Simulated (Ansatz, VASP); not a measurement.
# BaTiO3 in VASP and in Ansatz

Contents of POSCAR:

```
BaTiO3
1.0
   -4.0098738900     -2.8565367800      2.8666551000
    0.0000000000      0.0000000000      5.7333101900
   -4.0098738900      2.8565367800      2.8666551000
Ba Ti O
2 2 6
Direct
    0.0000000000      0.0000000000      0.0000000000
    0.5000000000      0.5000000000      0.5000000000
    0.2500000000      0.2670000000      0.2500000000
    0.7500000000      0.7670000000      0.7500000000
    0.0000000000      0.4890000000      0.0000000000
    0.5000000000      0.9890000000      0.5000000000
    0.4939000000      0.4984300000      0.0061000000
    0.9939000000      0.9984300000      0.5061000000
    0.0061000000      0.4984300000      0.4939000000
    0.5061000000      0.9984300000      0.9939000000
```

Contents of INCAR.step1:

```
PREC = Accurate
ENCUT = 520
ISMEAR = -1
SIGMA = 0.051
LREAL = F
LASPH = T
NELM = 80
NBANDS = 51
GGA = PE
ALGO = Normal
EDIFF = 1E-4
LWAVE = T
LCHARG = F
```

File INCAR.step2:

```
PREC = Accurate
ENCUT = 520
EDIFF = 1E-6
ISMEAR = -1
SIGMA = 0.051
LREAL = F
LASPH = T
NELM = 80
ALGO = Normal
ISIF = 2
LWAVE = F
LCHARG = F
METAGGA = R2SCAN
LMIXTAU = T
NBANDS = 51
ISTART = 1
```

KPOINTS

```
Automatic mesh
0
Gamma
  6 6 6
```

Input for Ansatz:

```yaml
crystal:
  lattice:
    - [-4.00987389, -2.85653678, 2.8666551]
    - [0.0, 0.0, 5.73331019]
    - [-4.00987389, 2.85653678, 2.8666551]
  atoms:
    - { symbol: Ba, position: [0.0, 0.0, 0.0] }
    - { symbol: Ba, position: [0.5, 0.5, 0.5] }
    - { symbol: Ti, position: [0.25, 0.267, 0.25] }
    - { symbol: Ti, position: [0.75, 0.767, 0.75] }
    - { symbol: O, position: [0.0, 0.489, 0.0] }
    - { symbol: O, position: [0.5, 0.989, 0.5] }
    - { symbol: O, position: [0.4939, 0.49843, 0.0061] }
    - { symbol: O, position: [0.9939, 0.99843, 0.5061] }
    - { symbol: O, position: [0.0061, 0.49843, 0.4939] }
    - { symbol: O, position: [0.5061, 0.99843, 0.9939] }
  symmetry: { tolerance: 0.0003 }
kpoints:
  mp_grid: { grid: [6, 6, 6], shift: [0, 0, 0] }
  band_path:
    path:
      - [0.0, 0.0, 0.0]
      - [-0.5, -1.0, -0.5]
      - [-0.49823829, -1.0, -0.50176171]
      - [0.49823829, 0.0, -0.49823829]
      - [0.0, 0.0, 0.0]
      - [-0.5, 0.0, -0.5]
      - [-0.00176171, 0.0, -0.99823829]
      - [-0.99823829, -1.0, -1.00176171]
      - [-1.0, -1.0, -1.0]
      - [-0.5, -1.0, -0.5]
      - [0.0, 0.0, 0.0]
    npoints: 6
magnetization:
  spin_polarized: false
scf:
  occupations: { method: fermi_dirac, width: 0.051 }
  lower_state_search: "off"
  max_iter: 200
hamiltonian:
  pseudopotentials: { kind: paw }
  xc: r2scan
basis:
  ecutwfc: 500
  fft_grid_basis: typed
output:
  forces: true
  stress: true
  eigenvalues: true
  bader: true
  populations: true
  elf: true
  write_potential: true
  volumetric_format: npy
  dos:
    e_range: [-12, 8]
    de: 0.05
    projected: { site_lists: { Ba: [Ba], O: [O], Ti: [Ti] } }
checkpoint:
  read: saved_state
```

Alike in both runs: task single point; functional r2SCAN; k mesh 6 × 6 × 6; occupations fermi-dirac, width 0.051 eV; no spin polarisation.

|  | VASP | Ansatz |
| --- | --- | --- |
| version | VASP 6.6.1 | Ansatz 0.2.0 |
| potentials or method | VASP PAW PBE potentials, release 64 (Ba_sv, Ti_sv, O), cutoff 520 eV | PAW plane waves |
| valence electrons in the cell | 80 | 80 |

|  | VASP | Ansatz | Ansatz less VASP |
| --- | --- | --- | --- |
| gap on the k mesh at the Fermi level (eV) | 2.25 | 2.27 | +0.021 |
| pressure (GPa) | -2.2 | -4.0 | -1.82 |
| traceless stress, the component that is largest in VASP (GPa) | -0.29 | -0.28 | +0.006 |
| rms of the force components (eV/Å) | 0.167 | 0.193 | +0.0254 |

VASP's potentials were made for PBE, not for r2SCAN. Atom by atom the forces differ by 0.039 eV/Å (rms over components).

Spin-orbit coupling is off throughout.
